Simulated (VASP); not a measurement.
Write the native input for VASP 6.6.1 that does the following.

```yaml
Task: single point
Functional: PBE
Potentials_or_basis: VASP PAW PBE potentials, release 64 (Sn_d, Zn)
Cutoff: 500 eV
k_mesh: 5 × 5 × 5
Occupations: fermi-dirac, width 0.1 eV
Spin: no spin polarisation
Dipole_correction: no
Further_INCAR_settings: ALGO = Normal; EDIFF = 1e-06; NBANDS = 20
```

The structure of ZnSn lies in POSCAR:

```
ZnSn
1.0
    3.3659480000      0.0000000000      0.0000000000
    0.0000000000      3.3659480000      0.0000000000
    0.0000000000      0.0000000000      3.3659480000
Sn Zn
1 1
Direct
    0.0000000000      0.0000000000      0.0000000000
    0.5000000000      0.5000000000      0.5000000000
```

The input as run:

INCAR

```
PREC = Accurate ; ENCUT = 500
EDIFF = 1E-6 ; ISMEAR = -1
SIGMA = 0.1 ; LREAL = F
LASPH = T ; NELM = 120
ALGO = Normal ; ISIF = 2
LWAVE = F ; LCHARG = T
GGA = PE ; LELF = T
LVHAR = T ; NBANDS = 20
GGA_COMPAT = F
```

KPOINTS

```
regular mesh
0
Gamma
  5 5 5
```

Potentials or basis: VASP PAW PBE potentials, release 64 (Sn_d, Zn).

Run with:

```console
$ cat potpaw_PBE.64/Sn_d/POTCAR potpaw_PBE.64/Zn/POTCAR > POTCAR
$ mpirun -np 1 vasp_std > vasp.out
```

It gave:

* Pressure: 10.5 GPa
* Band gap on the k mesh: zero (band 13 reaches 11.31 eV, above the bottom of band 14 at 6.12 eV)

Caveat: the k points lie up to 0.37 Å⁻¹ apart; spin-orbit coupling is left out, which moves the levels of the heavy elements.

Run time: 8.4 s on 1 thread of Intel(R) Xeon(R) Platinum 8375C CPU @ 2.90GHz (Ice Lake) (shared host), peak memory 0.15 GiB.
